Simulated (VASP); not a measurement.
A run of VASP 6.6.1 is set up as follows.

File INCAR:

```
PREC = Accurate
ENCUT = 520
EDIFF = 1E-6
ISMEAR = 0
SIGMA = 0.1
LREAL = F
LASPH = T
NELM = 100
ALGO = Normal
ISIF = 2
LWAVE = F
LCHARG = F
GGA = PE
NBANDS = 23
```

Contents of KPOINTS:

```
Automatic mesh
0
Gamma
  12 12 18
```

Contents of POSCAR:

```
SiGe2
1.0
    4.8772251860      0.0000000000      0.0000000000
   -2.4386125930      4.2238009110      0.0000000000
    0.0000000000      0.0000000000      2.6093863072
Si Ge
1 2
Direct
    0.0000000000      0.0000000000      0.5000000000
    0.3333333333      0.6666666667      0.5000000000
    0.6666666667      0.3333333333      0.5000000000
```

Potentials or basis: VASP PAW PBE potentials, release 64 (Si, Ge_d).

Run with:

```bash
$ cat potpaw_PBE.64/Si/POTCAR potpaw_PBE.64/Ge_d/POTCAR > POTCAR
$ mpirun -np 1 vasp_std > vasp.out
```

Q: Estimate the band gap on the k mesh.

A: Zero (bands 16 and 17 overlap by 5.48 eV).

Q: Estimate the pressure.

A: 0.0 GPa.
